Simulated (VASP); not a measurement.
Here is a VASP 6.6.1 calculation.

INCAR

```
SYSTEM = Nb
PREC = Accurate ; ENCUT = 520
EDIFF = 1E-6 ; ISMEAR = 1
SIGMA = 0.01 ; LREAL = .False.
LASPH = .True. ; NELM = 80
ALGO = Normal ; ISIF = 2
LWAVE = .False. ; LCHARG = .False.
GGA = PE ; NBANDS = 12
```

Contents of KPOINTS:

```
Automatic mesh
0
Gamma
  13 13 13
  0 0 0
```

The input POSCAR:

```
Nb
1.0
   -1.6547957147      1.6547957147      1.6547957147
    1.6547957147     -1.6547957147      1.6547957147
    1.6547957147      1.6547957147     -1.6547957147
Nb
1
Direct
    0.0000000000      0.0000000000      0.0000000000
```

Potentials or basis: VASP PAW PBE potentials, release 64 (Nb_sv).

Launch:

```console
$ cat potpaw_PBE.64/Nb_sv/POTCAR > POTCAR
$ mpirun -np 1 vasp_std > vasp.out
```

Question: What does it give for the pressure?

Answer: -0.6 GPa.
